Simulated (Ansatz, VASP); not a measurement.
## BP: VASP beside Ansatz

File POSCAR:

```
BP
1.0
    0.0000000000      2.2840269280      2.2840269280
    2.2840269280      0.0000000000      2.2840269280
    2.2840269280      2.2840269280      0.0000000000
P B
1 1
Direct
    0.7500000000      0.7500000000      0.7500000000
    0.0000000000      0.0000000000      0.0000000000
```

The input INCAR.step1:

```
ALGO     = Normal         # electronic algorithm
EDIFF    = 1E-5           # SCF threshold, eV
ENCUT    = 520            # plane-wave cutoff, eV
GGA      = PE             # functional
ISIF     = 2              # what is computed and relaxed
ISMEAR   = -1             # smearing method
LASPH    = T              # aspherical terms in the spheres
LREAL    = F              # projectors in reciprocal space
LWAVE    = T              # write WAVECAR
NBANDS   = 11             # bands
NELM     = 100            # most SCF steps
PREC     = Accurate       # precision mode
SIGMA    = 0.05           # smearing width, eV
```

The input INCAR.step2:

```
AEXX     = 0.25           # exact-exchange fraction
ALGO     = Normal         # electronic algorithm
EDIFF    = 1E-6           # SCF threshold, eV
ENCUT    = 520            # plane-wave cutoff, eV
GGA      = PS             # functional
HFSCREEN = 0.207          # screening, 1/A
ISIF     = 2              # what is computed and relaxed
ISMEAR   = -1             # smearing method
ISTART   = 1            
LASPH    = T              # aspherical terms in the spheres
LCHARG   = T              # write CHGCAR
LELF     = T              # ELF
LHFCALC  = T              # exact exchange
LREAL    = F              # projectors in reciprocal space
LVHAR    = T            
LWAVE    = F              # write WAVECAR
NBANDS   = 11             # bands
NELM     = 100            # most SCF steps
PREC     = Accurate       # precision mode
PRECFOCK = Normal       
SIGMA    = 0.05           # smearing width, eV
```

File KPOINTS:

```
k-points
0
Gamma
  5 5 5
```

The input input.yaml:

```yaml
crystal:
  lattice:
    - [0.0, 2.284026928, 2.284026928]
    - [2.284026928, 0.0, 2.284026928]
    - [2.284026928, 2.284026928, 0.0]
  atoms:
    - { symbol: P, position: [0.75, 0.75, 0.75] }
    - { symbol: B, position: [0.0, 0.0, 0.0] }
hamiltonian:
  xc:
    exchange: hjs_pbesol
    correlation: pbesol
    exx: { coeff: 0.25, omega: 0.207 }
  pseudopotentials: { kind: paw }
kpoints:
  mp_grid: { grid: [5, 5, 5] }
scf:
  occupations: { method: fermi_dirac, width: 0.05 }
output:
  forces: true
  stress: true
  eigenvalues: true
  write_density: true
  write_potential: true
  elf: true
  volumetric_format: npy
```

Alike in both runs: task single point; functional PBEsol-based screened hybrid with a share of 0.25 of exact exchange and HFSCREEN = 0.207; k mesh 5 × 5 × 5; occupations fermi-dirac, width 0.05 eV; no spin polarisation.

```csv
,VASP,Ansatz
version,VASP 6.6.1,Ansatz 0.2.0
potentials or method,"VASP PAW PBE potentials, release 64 (P, B)",Ansatz PAW
plane-wave cutoff (eV),520,420
valence electrons in the cell,8,8
```

```tsv
	VASP	Ansatz	Ansatz less VASP
gap on the k mesh at the Fermi level (eV)	1.94	1.94	+0.003
least direct gap on the mesh (eV)	4.28	4.29	+0.007
pressure (GPa)	-6.7	-6.4	+0.28
```

VASP's potentials were made for PBE, not for PBEsol-based screened hybrid.

The k mesh is coarse, so the values compare programs but aren't converged. Noted on Ansatz's run: odd divisions of the mesh miss points on the zone boundary, where band edges often lie, so the gap on the mesh can be too wide.
